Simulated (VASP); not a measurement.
Si5Ge, 6 atoms in the cell. The structure is trigonal, space group P-3m1 (No. 164). Conventional cell: a = 2.859 Å, b = 2.859 Å, c = 13.524 Å, α = 90.00°, β = 90.00°, γ = 120.00°. Si (site symmetry 3m) has 12 Si at 2.57 to 2.86 Å within 3.4 Å. Within 3.4 Å of Si (site symmetry 3m) lie 9 Si at 2.57 to 2.86 Å and 3 Ge at 3.19 Å. Within 3.5 Å of Si (site symmetry -3m) lie 12 Si at 2.64 to 2.86 Å. Within 3.8 Å of Ge (site symmetry -3m) lie 6 Ge at 2.86 Å and 6 Si at 3.19 Å. 

* Program: VASP 6.6.1
* Task: single point
* Functional: PBE
* Potentials or basis: VASP PAW PBE potentials, release 64 (Si, Ge_d)
* Cutoff: 520 eV
* k mesh: 6 × 6 × 2
* Occupations: gaussian, width 0.1 eV
* Spin: no spin polarisation
* Dipole correction: no
* Further INCAR settings: ALGO = Normal; EDIFF = 1e-07; NBANDS = 26

Potentials or basis: VASP PAW PBE potentials, release 64 (Si, Ge_d).

The run is started by

```console
$ cat potpaw_PBE.64/Si/POTCAR potpaw_PBE.64/Ge_d/POTCAR > POTCAR
$ mpirun -np 1 vasp_std > vasp.out
```

Hardware: 1 thread of Intel(R) Xeon(R) 6975P-C (Granite Rapids) (shared host).

**Question.** Estimate the wall time of this run.

**Answer.** Run time: 45 s on 1 thread of Intel(R) Xeon(R) 6975P-C (Granite Rapids), on a shared host, peak memory 0.24 GiB. Counts: scf iterations 17, k points 14.
